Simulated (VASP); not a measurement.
# Sc (P6_3/mmc) in VASP: a series of runs, part 2 of 2

VASP 6.6.1. The steps go on from the part before.

**4. Single point, PBE**

This run uses another cell than the first one, of 24.63 Å³/atom.

INCAR

```
SYSTEM = Sc
PREC = Accurate
ENCUT = 520
EDIFF = 1E-7
ISMEAR = -1
SIGMA = 0.05
LREAL = .FALSE.
LASPH = .TRUE.
NELM = 100
ALGO = Normal
ISIF = 2
LWAVE = .FALSE.
LCHARG = .TRUE.
GGA = PE
LELF = .TRUE.
LVHAR = .TRUE.
NBANDS = 30
```

KPOINTS

```
regular mesh
0
G
  12 12 4
  0 0 0
```

POSCAR

```
Sc
1.0
    3.2920613758      0.0000000000      0.0000000000
   -1.6460306879      2.8510087823      0.0000000000
    0.0000000000      0.0000000000     10.4976142426
Sc
4
Direct
    0.0000000000      0.0000000000      0.0000000000
    0.0000000000      0.0000000000      0.5000000000
    0.3333333333      0.6666666667      0.2500000000
    0.6666666667      0.3333333333      0.7500000000
```

Potentials or basis: VASP PAW PBE potentials, release 64 (Sc_sv).

Launch:

```bash
$ cat potpaw_PBE.64/Sc_sv/POTCAR > POTCAR
$ mpirun -np 1 vasp_std > vasp.out
```

OUTCAR:

```text
SYSTEM = Sc
   PREC = Accurate
   ENCUT = 520
   EDIFF = 1E-7
   ISMEAR = -1
   LREAL = .FALSE.
   LASPH = .TRUE.
   NELM = 100
   ISIF = 2
   GGA = PE

 ion  position               nearest neighbor table
   1  0.000  0.000  0.000-   3 3.24   4 3.24   4 3.24   3 3.24   4 3.24   3 3.24
   2  0.000  0.000  0.500-   3 3.24   4 3.24   4 3.24   3 3.24   4 3.24   3 3.24
   3  0.333  0.667  0.250-   1 3.24   2 3.24   1 3.24   2 3.24   1 3.24   2 3.24
   4  0.667  0.333  0.750-   1 3.24   2 3.24   1 3.24   2 3.24   1 3.24   2 3.24

  LATTYP: Found a hexagonal cell.
 ALAT       =     3.2920613758
 C/A-ratio  =     3.1887662605
[... 991 lines left out ...]
  --------------------------------------------------------------------------------------
  -------------------------------------------------------------------------------------
  Total        0.0185070      0.0185070      0.0263403      0.0000000      0.0000000      0.0000000
  in kB        0.3009471      0.3009471      0.4283253      0.0000000      0.0000000      0.0000000
  external PRESSURE =       0.3434065 kB  Pullay stress =       0.0000000 kB

 VOLUME and BASIS-vectors are now :
 -----------------------------------------------------------------------------
  energy-cutoff  :      520.00
  volume of cell :       98.53
      direct lattice vectors                 reciprocal lattice vectors
     3.292061376  0.000000000  0.000000000     0.303761044  0.175376520  0.000000000
    -1.646030688  2.851008782  0.000000000     0.000000000  0.350753041  0.000000000
     0.000000000  0.000000000 10.497614243     0.000000000  0.000000000  0.095259740

 POSITION                                       TOTAL-FORCE (eV/Angst)
 -----------------------------------------------------------------------------------
      0.00000      0.00000      0.00000         0.000000      0.000000      0.000000
      0.00000      0.00000      5.24881         0.000000      0.000000      0.000000
     -0.00000      1.90067      2.62440        -0.000000      0.000000     -0.000000
      1.64603      0.95034      7.87321         0.000000     -0.000000     -0.000000
 -----------------------------------------------------------------------------------
    total drift:                               -0.000000      0.000000     -0.000000

  FREE ENERGIE OF THE ION-ELECTRON SYSTEM (eV)
  ---------------------------------------------------
  free  energy   TOTEN  =       -24.9379953970 eV

  energy  without entropy=      -24.8727895964  energy(sigma->0) =      -24.90539250
```

OSZICAR:

```text
N       E                     dE             d eps       ncg     rms          rms(c)
DAV:   1     0.823114876407E+03    0.82311E+03   -0.19463E+04  3428   0.154E+03
DAV:   2     0.332631104428E+02   -0.78985E+03   -0.77755E+03  4844   0.707E+02
DAV:   3    -0.252534683227E+02   -0.58517E+02   -0.55790E+02  5726   0.243E+02
DAV:   4    -0.276634379697E+02   -0.24100E+01   -0.22862E+01  5632   0.448E+01
DAV:   5    -0.277298320558E+02   -0.66394E-01   -0.65679E-01  5622   0.838E+00    0.107E+01
DAV:   6    -0.252640067896E+02    0.24658E+01   -0.56516E+00  4302   0.222E+01    0.318E+00
DAV:   7    -0.249714198675E+02    0.29259E+00   -0.12964E+00  4624   0.102E+01    0.130E+00
DAV:   8    -0.249602324905E+02    0.11187E-01   -0.20523E-01  5072   0.410E+00    0.990E-01
DAV:   9    -0.249390140498E+02    0.21218E-01   -0.78970E-02  5028   0.266E+00    0.233E-01
DAV:  10    -0.249379818515E+02    0.10322E-02   -0.94824E-03  4938   0.945E-01    0.392E-02
DAV:  11    -0.249380020289E+02   -0.20177E-04   -0.30848E-04  5914   0.192E-01    0.239E-02
DAV:  12    -0.249379946727E+02    0.73562E-05   -0.50738E-05  5010   0.853E-02    0.512E-03
DAV:  13    -0.249379959764E+02   -0.13037E-05   -0.34100E-06  5452   0.224E-02    0.207E-03
DAV:  14    -0.249379954691E+02    0.50731E-06   -0.34556E-07  3808   0.777E-03    0.472E-04
DAV:  15    -0.249379953970E+02    0.72183E-07   -0.50315E-08  2854   0.398E-03
   1 F= -.24937995E+02 E0= -.24905392E+02  d E =-.652058E-01
```

It took 3.9 min on 1 thread of Intel Xeon 8259CL, shared host; peak memory 0.27 GiB.

What came out:

- Free energy: -24.9380 eV
- Pressure: 0.0 GPa
- Band gap on the k mesh: zero (bands 22 and 23 overlap by 1.18 eV)

**5. Relaxation of shape and atoms at fixed volume, PBE**

This run uses another cell than the first one, of 9.85 Å³/atom.

INCAR

```
  PREC = Accurate
  ENCUT = 600
  EDIFF = 1E-6
  ISMEAR = -1
  SIGMA = 0.05
  LREAL = F
  LASPH = T
  NELM = 100
  ALGO = Normal
  ISIF = 4
  LWAVE = F
  LCHARG = F
  GGA = PE
  IBRION = 2
  NSW = 50
  EDIFFG = -0.005
```

KPOINTS

```
regular mesh
0
Gamma
  12 12 4
```

POSCAR

```
Sc
1.0
    2.4256115608      0.0000000000      0.0000000000
   -1.2128057804      2.1006412314      0.0000000000
    0.0000000000      0.0000000000      7.7347083060
Sc
4
Direct
    0.0000000000      0.0000000000      0.0000000000
    0.0000000000      0.0000000000      0.5000000000
    0.3333333333      0.6666666667      0.2500000000
    0.6666666667      0.3333333333      0.7500000000
```

Launch:

```bash
$ cat potpaw_PBE.64/Sc_sv/POTCAR > POTCAR
$ mpirun -np 1 vasp_std > vasp.out
```

Wall time 3.3 min (1 thread of Intel Xeon 8259CL, shared host); peak memory 0.2 GiB.

It converged, with:

```yaml
Free_energy: -6.9342 eV
Energy_gained_by_relaxing: 1.2 meV/atom
Ionic_steps: 3
Pressure_after_relaxing: 174.5 GPa
Band_gap_on_the_k_mesh: zero (bands 22 and 23 overlap by 2.24 eV)
```

Step by step:
```
step  energy change (eV)  largest force (eV/Å)  pressure (GPa)  volume (Å³)
   1              0.0000                0.0000          174.54        39.41
   2             -0.0046                0.0000          174.54        39.41
   3             -0.0047                0.0000          174.54        39.41
```

Final structure:
```yaml
crystal:
  lattice:
    - [2.43647, 0.00000, 0.00000]
    - [-1.21824, 2.11005, 0.00000]
    - [0.00000, 0.00000, 7.66589]
  atoms:
    - { symbol: Sc, position: [0.00000, 0.00000, 0.00000] }
    - { symbol: Sc, position: [0.00000, 0.00000, 0.50000] }
    - { symbol: Sc, position: [0.33333, 0.66667, 0.25000] }
    - { symbol: Sc, position: [0.66667, 0.33333, 0.75000] }
```

Levels at points of the mesh, in eV from the Fermi level:
```tsv
k point	band 18	band 19	band 20	band 21	band 22	band 23	band 24	band 25	band 26
(0.00, 0.00, 0.00)	-3.53	-2.22	-2.18	1.36	1.36	1.51	1.51	2.34	2.40
(0.50, 0.00, 0.00)	-4.58	-3.40	-2.53	-1.80	-0.72	-0.55	1.17	1.20	3.04
(0.00, 0.00, 0.50)	-3.08	-2.92	-2.92	1.69	1.69	1.69	1.69	1.90	1.90
(0.50, 0.00, 0.50)	-4.25	-3.09	-3.09	-2.39	-2.39	1.10	1.10	2.07	2.07
```

**6. Relaxation of shape and atoms at fixed volume, PBE**

This run uses another cell than the first one, of 14.78 Å³/atom.

INCAR

```
SYSTEM = Sc
PREC = Accurate ; ENCUT = 600
EDIFF = 1E-6 ; ISMEAR = -1
SIGMA = 0.05 ; LREAL = .FALSE.
LASPH = .TRUE. ; NELM = 80
ALGO = Normal ; ISIF = 4
LWAVE = .FALSE. ; LCHARG = .FALSE.
GGA = PE ; IBRION = 2
NSW = 50 ; EDIFFG = -0.005
```

KPOINTS

```
Automatic mesh
0
G
  12 12 4
  0 0 0
```

POSCAR

```
Sc
1.0
    2.7766321005      0.0000000000      0.0000000000
   -1.3883160502      2.4046339361      0.0000000000
    0.0000000000      0.0000000000      8.8540307599
Sc
4
Direct
    0.0000000000      0.0000000000      0.0000000000
    0.0000000000      0.0000000000      0.5000000000
    0.3333333333      0.6666666667      0.2500000000
    0.6666666667      0.3333333333      0.7500000000
```

Potentials or basis: VASP PAW PBE potentials, release 64 (Sc_sv).

Launch:

```bash
$ cat potpaw_PBE.64/Sc_sv/POTCAR > POTCAR
$ mpirun -np 1 vasp_std > vasp.out
```

Run time: 5.3 min. Hardware: 1 thread of Intel Xeon 8259CL, shared host; peak memory 0.24 GiB.

It converged, with:

```
Free energy               : -19.8752 eV
Energy gained by relaxing : 0.0 meV/atom
Ionic steps               : 3
Pressure after relaxing   : 57.8 GPa
Band gap on the k mesh    : zero (bands 22 and 23 overlap by 2.25 eV)
```

Final structure:
```yaml
crystal:
  lattice:
    - [2.77455, 0.00000, 0.00000]
    - [-1.38727, 2.40283, 0.00000]
    - [0.00000, 0.00000, 8.86735]
  atoms:
    - { symbol: Sc, position: [0.00000, 0.00000, 0.00000] }
    - { symbol: Sc, position: [0.00000, 0.00000, 0.50000] }
    - { symbol: Sc, position: [0.33333, 0.66667, 0.25000] }
    - { symbol: Sc, position: [0.66667, 0.33333, 0.75000] }
```

Levels at points of the mesh, in eV from the Fermi level:
```csv
k point,band 20,band 21,band 22,band 23,band 24,band 25
"(0.00, 0.00, 0.00)",-2.46,1.12,1.18,1.84,1.84,1.93
"(0.50, 0.00, 0.00)",-1.47,-0.78,-0.60,-0.49,1.00,1.24
"(0.00, 0.00, 0.50)",-2.50,1.70,1.70,1.85,1.85,2.03
"(0.50, 0.00, 0.50)",-2.00,-1.36,-1.36,0.95,0.95,2.15
```

**7. The runs side by side**

```csv
task,cell,cutoff (eV),gap on the mesh (eV),pressure (GPa)
single point,"a = 3.176, b = 3.176, c = 10.154 Å, angles 90.0, 90.0, 120.0°, 4 atoms",520,none,6.5
single point,"a = 3.292, b = 3.292, c = 10.498 Å, angles 90.0, 90.0, 120.0°, 4 atoms",520,none,0.0
relaxation of shape and atoms at fixed volume,"relaxed from a = 2.426, b = 2.426, c = 7.735 Å, angles 90.0, 90.0, 120.0°, 4 atoms",600,none,174.5
relaxation of shape and atoms at fixed volume,"relaxed from a = 2.777, b = 2.777, c = 8.854 Å, angles 90.0, 90.0, 120.0°, 4 atoms",600,none,57.8
```

Alike in all rows: level PBE; potentials or basis VASP PAW PBE potentials, release 64 (Sc_sv); no spin polarisation; k mesh 12 × 12 × 4; smearing fermi-dirac 0.05 eV.

Caveats: the cell stands under pressure (at least some runs).

Absolute energies hang on the potentials; compare differences alone.
